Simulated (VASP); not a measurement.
# Nb3Te8Mo (P-3m1) in VASP: single point with PBE

Aim: the single point of Nb3Te8Mo with PBE.

Program: VASP 6.6.1. These are calculated values, not measurements. Logs are shortened: lines on timing, memory, paths and dates and some standing lists are left out, and cuts for length are marked.

### 1 The cell of the first run

The structure is trigonal, space group P-3m1 (No. 164). Conventional cell: a = 7.443 Å, b = 7.443 Å, c = 7.150 Å, α = 90.00°, β = 90.00°, γ = 120.00°. Within 3.8 Å of Nb (site symmetry 2/m) lie 6 Te at 2.82 Å and 4 Nb at 3.72 Å and 2 Mo at 3.72 Å. Within 3.8 Å of Te (site symmetry 3m) lie 3 Nb at 2.82 Å and 6 Te at 3.72 Å. Within 3.8 Å of Te (site symmetry m) lie 1 Mo at 2.82 Å and 2 Nb at 2.82 Å and 6 Te at 3.72 Å. Within 3.8 Å of Mo (site symmetry -3m) lie 6 Te at 2.82 Å and 6 Nb at 3.72 Å.

### 2 Single point, PBE

INCAR reads:

```
ALGO = Normal
EDIFF = 1E-6
ENCUT = 520
GGA = PE
ISIF = 2
ISMEAR = 0
LASPH = T
LCHARG = F
LREAL = F
LWAVE = F
NBANDS = 62
NELM = 60
PREC = Accurate
SIGMA = 0.1
```

KPOINTS reads:

```
k-points
0
Gamma
  3 3 4
```

POSCAR reads:

```
Nb3Te8Mo
1.0
    7.4431731500      0.0000000000      0.0000000000
   -3.7215865800      6.4459770300      0.0000000000
    0.0000000000      0.0000000000      7.1504231800
Nb Te Mo
3 8 1
Direct
    0.0000000000      0.5000000000      0.0000000000
    0.5000000000      0.5000000000      0.0000000000
    0.5000000000      0.0000000000      0.0000000000
    0.3333333300      0.6666666700      0.7456322300
    0.3333333300      0.1666666700      0.7456322300
    0.8333333300      0.6666666700      0.7456322300
    0.8333333300      0.1666666700      0.7456322300
    0.1666666700      0.8333333300      0.2543677700
    0.1666666700      0.3333333300      0.2543677700
    0.6666666700      0.8333333300      0.2543677700
    0.6666666700      0.3333333300      0.2543677700
    0.0000000000      0.0000000000      0.0000000000
```

Potentials or basis: VASP PAW PBE potentials, release 64 (Nb_sv, Te, Mo_sv).

Command:

```console
$ cat potpaw_PBE.64/Nb_sv/POTCAR potpaw_PBE.64/Te/POTCAR potpaw_PBE.64/Mo_sv/POTCAR > POTCAR
$ mpirun -np 1 vasp_std > vasp.out
```

OUTCAR:

```text
EDIFF = 1E-6
   ENCUT = 520
   GGA = PE
   ISIF = 2
   ISMEAR = 0
   LASPH = T
   LREAL = F
   NELM = 60
   PREC = Accurate

 ion  position               nearest neighbor table
   1  0.000  0.500  0.000-   4 2.82  11 2.82   8 2.82   7 2.82   9 2.82   6 2.82
   2  0.500  0.500  0.000-   6 2.82   9 2.82   5 2.82  10 2.82   4 2.82  11 2.82
   3  0.500  0.000  0.000-   7 2.82   8 2.82   4 2.82  11 2.82  10 2.82   5 2.82
   4  0.333  0.667  0.746-   1 2.82   3 2.82   2 2.82
   5  0.333  0.167  0.746-  12 2.82   2 2.82   3 2.82
   6  0.833  0.667  0.746-   2 2.82  12 2.82   1 2.82
   7  0.833  0.167  0.746-   3 2.82   1 2.82  12 2.82
   8  0.167  0.833  0.254-   3 2.82   1 2.82  12 2.82
   9  0.167  0.333  0.254-   2 2.82  12 2.82   1 2.82
  10  0.667  0.833  0.254-  12 2.82   2 2.82   3 2.82
  11  0.667  0.333  0.254-   1 2.82   3 2.82   2 2.82
  12  0.000  0.000  0.000-   5 2.82  10 2.82   9 2.82   6 2.82   7 2.82   8 2.82

  LATTYP: Found a hexagonal cell.
 ALAT       =     7.4431731500
 C/A-ratio  =     0.9606686605

  Lattice vectors:

 A1 = (   7.4431731500,   0.0000000000,   0.0000000000)
 A2 = (  -3.7215865800,   6.4459770300,   0.0000000000)
 A3 = (   0.0000000000,   0.0000000000,   7.1504231800)

Analysis of symmetry for initial positions (statically):
=====================================================================
 Subroutine PRICEL returns:
 Original cell was already a primitive cell.

 Routine SETGRP: Setting up the symmetry group for a
 hexagonal supercell.

 Subroutine GETGRP returns: Found 12 space group operations
 (whereof 12 operations were pure point group operations)
 out of a pool of 24 trial point group operations.

The static configuration has the point symmetry D_3d.

Analysis of symmetry for dynamics (positions and initial velocities):
=====================================================================
 Subroutine PRICEL returns:
 Original cell was already a primitive cell.

 Routine SETGRP: Setting up the symmetry group for a
 hexagonal supercell.

 Subroutine GETGRP returns: Found 12 space group operations
 (whereof 12 operations were pure point group operations)
 out of a pool of 24 trial point group operations.

The dynamic configuration has the point symmetry D_3d.

 Subroutine INISYM returns: Found 12 space group operations
 (whereof 12 operations are pure point group operations),
 and found     1 'primitive' translations

----------------------------------------------------------------------------------------

                                     Primitive cell

  volume of cell :     343.0667

  direct lattice vectors                    reciprocal lattice vectors
     7.443173150  0.000000000  0.000000000     0.134351302  0.077567760  0.000000000
    -3.721586580  6.445977030  0.000000000     0.000000000  0.155135520  0.000000000
     0.000000000  0.000000000  7.150423180     0.000000000  0.000000000  0.139851863

  length of vectors
     7.443173150  7.443173150  7.150423180     0.155135520  0.155135520  0.139851863

  position of ions in fractional coordinates (direct lattice)
     0.000000000  0.500000000  0.000000000
     0.500000000  0.500000000  0.000000000
     0.500000000  0.000000000  0.000000000
     0.333333330  0.666666670  0.745632230
     0.333333330  0.166666670  0.745632230
     0.833333330  0.666666670  0.745632230
     0.833333330  0.166666670  0.745632230
     0.166666670  0.833333330  0.254367770
     0.166666670  0.333333330  0.254367770
     0.666666670  0.833333330  0.254367770
     0.666666670  0.333333330  0.254367770
     0.000000000  0.000000000  0.000000000

  ion indices of the primitive-cell ions
   primitive index   ion index
                 1           1
                 2           2
                 3           3
                 4           4
                 5           5
                 6           6
                 7           7
                 8           8
                 9           9
                10          10
                11          11
                12          12

----------------------------------------------------------------------------------------

 KPOINTS: k-points

Automatic generation of k-mesh.
 Grid dimensions read from file:
 generate k-points for:    3    3    4

 Generating k-lattice:

  Cartesian coordinates                     Fractional coordinates (reciprocal lattice)
     0.044783767  0.025855920  0.000000000     0.333333333  0.000000000  0.000000000
     0.000000000  0.051711840  0.000000000     0.000000000  0.333333333  0.000000000
     0.000000000  0.000000000  0.034962966     0.000000000  0.000000000  0.250000000

  Length of vectors
     0.051711840  0.051711840  0.034962966

  Shift w.r.t. Gamma in fractional coordinates (k-lattice)
     0.000000000  0.000000000  0.000000000

 Subroutine IBZKPT returns following result:
 ===========================================

 Found     10 irreducible k-points:

 Following reciprocal coordinates:
            Coordinates               Weight
  0.000000  0.000000  0.000000      1.000000
  0.333333  0.000000  0.000000      6.000000
  0.333333  0.333333  0.000000      2.000000
  0.000000  0.000000  0.250000      2.000000
  0.333333  0.000000  0.250000      6.000000
  0.000000  0.333333  0.250000      6.000000
  0.333333  0.333333  0.250000      4.000000
  0.000000  0.000000  0.500000      1.000000
  0.333333  0.000000  0.500000      6.000000
  0.333333  0.333333  0.500000      2.000000
   k-points           NKPTS =     10   k-points in BZ     NKDIM =     10   number of bands    NBANDS=     62
   number of dos      NEDOS =    301   number of ions     NIONS =     12
   total plane-waves  NPLWV = 169344
   dimension x,y,z NGX =    56 NGY =   56 NGZ =   54
   dimension x,y,z NGXF=   112 NGYF=  112 NGZF=  108
   ions per type =               3   8   1
   NGX,Y,Z   is equivalent  to a cutoff of  12.51, 12.51, 12.55 a.u.
   NGXF,Y,Z  is equivalent  to a cutoff of  25.02, 25.02, 25.11 a.u.
 SYSTEM =  unknown system
   PREC   = accura    normal or accurate (medium, high low for compatibility)
   ISTART =      0    job   : 0-new  1-cont  2-samecut
   ICHARG =      2    charge: 1-file 2-atom 10-const
   ISPIN  =      1    spin polarized calculation?
   LNONCOLLINEAR =      F non collinear calculations
   LSORBIT =      F    spin-orbit coupling
   LASPH  =      T    aspherical Exc in radial PAW
   ENCUT  =  520.0 eV  38.22 Ry    6.18 a.u.  13.84 13.84 13.30*2*pi/ulx,y,z
   NELM   =     60;   NELMIN=  2; NELMDL= -5     # of ELM steps
   EDIFF  = 0.1E-05   stopping-criterion for ELM
   LREAL  =      F    real-space projection
[... 7 lines left out ...]
   TEBEG  =    0.0;   TEEND  =   0.0 temperature during run
   PSTRESS=    0.0 pullay stress
   NELECT =     101.0000    total number of electrons
   NUPDOWN=      -1.0000    fix difference up-down
   EMIN   =  10.00;   EMAX   =-10.00  energy-range for DOS
   EFERMI =   0.00;   METHOD = LEGACY
   ISMEAR =     0;   SIGMA  =   0.10  broadening in eV -4-tet -1-fermi 0-gaus
   EFERMI_NEDOS =   21; number of points for ismear=-14 and -15
   IALGO  =     38    algorithm
   IMIX   =      4    mixing-type and parameters
     AMIX     =   0.40;   BMIX     =  1.00
     AMIX_MAG =   1.60;   BMIX_MAG =  1.00
  volume/ion in A,a.u.               =      28.59       192.93
  Fermi-wavevector in a.u.,A,eV,Ry     =   1.089070  2.058044 16.137506  1.186073
  Thomas-Fermi vector in A             =   2.225265
   LORBIT       =      0    0 simple, 1 ext, 2 COOP (PROOUT), +10 PAW based schemes
   GGA     = PE    functional components
   LHFCALC =     F    Hartree Fock is set to
   AEXX    =    0.0000 exact exchange contribution
   IVDW    =     0    specifies the selected vdW correction
   LEPSILON=     F    determine dielectric tensor
   LRPA    =     F    only Hartree local field effects (RPA)
 non-spin polarized calculation
 Gauss-broadening in eV      SIGMA  =   0.10
  energy-cutoff  :      520.00
  volume of cell :      343.07
 maximum number of plane-waves:      9276
 NGX is ok and might be reduce to    56
   NGX = 27   NGY = 27   NGZ = 27

 number of electron     100.9999993 magnetization

 Free energy of the ion-electron system (eV)
  ---------------------------------------------------
  ext. energy  EPLUGINS =         0.00000000
  ---------------------------------------------------
  free energy    TOTEN  =       -70.74054645 eV

  energy without entropy =      -70.68076952  energy(sigma->0) =      -70.71065799

 E-fermi :   6.9658     XC(G=0):  -9.7821

 val. band max:        6.9578857914   @ k =   0.3333   0.0000   0.5000
 cond. band min:       7.0215262002   @ k =   0.3333   0.3333   0.5000
 fundamental gap:      0.0636404087
 Fermi energy:         6.9658113801

 k-point     1 :       0.0000    0.0000    0.0000
  band No.  band energies     occupation
      1     -54.1931      2.00000
      2     -48.4456      2.00000
      3     -48.4397      2.00000
      4     -48.4397      2.00000
      5     -28.3103      2.00000
      6     -28.3103      2.00000
[... 54 lines left out ...]
     61       9.6292      0.00000
     62       9.6621      0.00000

 k-point     2 :       0.3333    0.0000    0.0000
  band No.  band energies     occupation
      1     -54.1931      2.00000
      2     -48.4444      2.00000
      3     -48.4409      2.00000
      4     -48.4397      2.00000
      5     -28.3102      2.00000
      6     -28.3101      2.00000
[... 54 lines left out ...]
     61       9.0497      0.00000
     62       9.3827      0.00000

 k-point     3 :       0.3333    0.3333    0.0000
  band No.  band energies     occupation
      1     -54.1931      2.00000
      2     -48.4427      2.00000
      3     -48.4427      2.00000
      4     -48.4397      2.00000
      5     -28.3101      2.00000
      6     -28.3101      2.00000
[... 54 lines left out ...]
     61       9.0226      0.00000
     62       9.0228      0.00000

 k-point     4 :       0.0000    0.0000    0.2500
  band No.  band energies     occupation
      1     -54.1931      2.00000
      2     -48.4456      2.00000
      3     -48.4397      2.00000
      4     -48.4397      2.00000
      5     -28.3103      2.00000
      6     -28.3103      2.00000
[... 54 lines left out ...]
     61       9.8633      0.00000
     62       9.9121      0.00000

 k-point     5 :       0.3333    0.0000    0.2500
  band No.  band energies     occupation
      1     -54.1931      2.00000
      2     -48.4444      2.00000
      3     -48.4409      2.00000
      4     -48.4397      2.00000
      5     -28.3102      2.00000
      6     -28.3101      2.00000
[... 54 lines left out ...]
     61       9.0435      0.00000
     62       9.3444      0.00000

 k-point     6 :       0.0000    0.3333    0.2500
  band No.  band energies     occupation
      1     -54.1931      2.00000
      2     -48.4444      2.00000
      3     -48.4409      2.00000
      4     -48.4397      2.00000
      5     -28.3102      2.00000
      6     -28.3101      2.00000
[... 54 lines left out ...]
     61       8.9070      0.00000
     62       9.2504      0.00000

 k-point     7 :       0.3333    0.3333    0.2500
  band No.  band energies     occupation
      1     -54.1931      2.00000
      2     -48.4427      2.00000
      3     -48.4427      2.00000
      4     -48.4397      2.00000
      5     -28.3101      2.00000
      6     -28.3101      2.00000
[... 54 lines left out ...]
     61       9.0600      0.00000
     62       9.0604      0.00000

 k-point     8 :       0.0000    0.0000    0.5000
  band No.  band energies     occupation
      1     -54.1931      2.00000
      2     -48.4456      2.00000
      3     -48.4397      2.00000
      4     -48.4397      2.00000
      5     -28.3103      2.00000
      6     -28.3103      2.00000
[... 54 lines left out ...]
     61       9.8787      0.00000
     62       9.8789      0.00000

 k-point     9 :       0.3333    0.0000    0.5000
  band No.  band energies     occupation
      1     -54.1931      2.00000
      2     -48.4444      2.00000
      3     -48.4409      2.00000
      4     -48.4397      2.00000
      5     -28.3102      2.00000
      6     -28.3101      2.00000
[... 54 lines left out ...]
     61       9.0468      0.00000
     62       9.4328      0.00000

 k-point    10 :       0.3333    0.3333    0.5000
  band No.  band energies     occupation
      1     -54.1931      2.00000
      2     -48.4427      2.00000
      3     -48.4427      2.00000
      4     -48.4397      2.00000
      5     -28.3101      2.00000
      6     -28.3101      2.00000
[... 54 lines left out ...]
     61       9.0002      0.00000
     62       9.0003      0.00000

------------------------ aborting loop because EDIFF is reached ----------------------------------------

  FORCE on cell =-STRESS in cart. coord.  units (eV):
  Direction    XX          YY          ZZ          XY          YZ          ZX
  --------------------------------------------------------------------------------------
  -------------------------------------------------------------------------------------
  Total       -5.0093750     -5.0093750     -1.4925685      0.0000000      0.0000000     -0.0000000
  in kB      -23.3945934    -23.3945934     -6.9705368      0.0000000      0.0000000     -0.0000000
  external PRESSURE =     -17.9199079 kB  Pullay stress =       0.0000000 kB

 VOLUME and BASIS-vectors are now :
 -----------------------------------------------------------------------------
  energy-cutoff  :      520.00
  volume of cell :      343.07
      direct lattice vectors                 reciprocal lattice vectors
     7.443173150  0.000000000  0.000000000     0.134351302  0.077567760  0.000000000
    -3.721586580  6.445977030  0.000000000     0.000000000  0.155135520  0.000000000
     0.000000000  0.000000000  7.150423180     0.000000000  0.000000000  0.139851863

 POSITION                                       TOTAL-FORCE (eV/Angst)
 -----------------------------------------------------------------------------------
     -1.86079      3.22299      0.00000         0.000000      0.000000      0.000000
      1.86079      3.22299      0.00000         0.000000      0.000000      0.000000
      3.72159      0.00000      0.00000         0.000000      0.000000      0.000000
     -0.00000      4.29732      5.33159         0.000000      0.000000     -0.116717
      1.86079      1.07433      5.33159        -0.206825     -0.119410      0.160735
      3.72159      4.29732      5.33159        -0.000000      0.238821      0.160735
      5.58238      1.07433      5.33159         0.206825     -0.119410      0.160735
     -1.86079      5.37165      1.81884        -0.206825      0.119410     -0.160735
      0.00000      2.14866      1.81884         0.000000     -0.238821     -0.160735
      1.86079      5.37165      1.81884         0.206825      0.119410     -0.160735
      3.72159      2.14866      1.81884         0.000000      0.000000      0.116717
      0.00000      0.00000      0.00000         0.000000      0.000000      0.000000
 -----------------------------------------------------------------------------------
    total drift:                               -0.000000      0.000000      0.000000

  FREE ENERGIE OF THE ION-ELECTRON SYSTEM (eV)
  ---------------------------------------------------
  free  energy   TOTEN  =       -70.7405464541 eV

  energy  without entropy=      -70.6807695163  energy(sigma->0) =      -70.71065799
```

It took 5 min on 1 thread of Intel Xeon Platinum 8375C at 2.90GHz (Ice Lake), shared host; peak memory 0.51 GiB.

Results:

| Property | Result |
| --- | --- |
| Free energy | -70.7405 eV |
| Pressure | -1.8 GPa |
| Largest force | 0.288 eV/Å |
| Band gap on the k mesh | zero (an odd number of electrons rules out a gap without spin polarisation) |

Forces on the atoms (eV/Å):
```
Nb   0.000  0.000  0.000
Nb   0.000  0.000  0.000
Nb   0.000  0.000  0.000
Te   0.000  0.000 -0.117
Te  -0.207 -0.119  0.161
Te   0.000  0.239  0.161
Te   0.207 -0.119  0.161
Te  -0.207  0.119 -0.161
Te   0.000 -0.239 -0.161
Te   0.207  0.119 -0.161
Te   0.000  0.000  0.117
Mo   0.000  0.000  0.000
```

Caveat: spin-orbit coupling is left out, which moves the levels of the heavy elements; this functional lacks dispersion, which binds the layers, so the pressure and a relaxed spacing across them are unreliable.
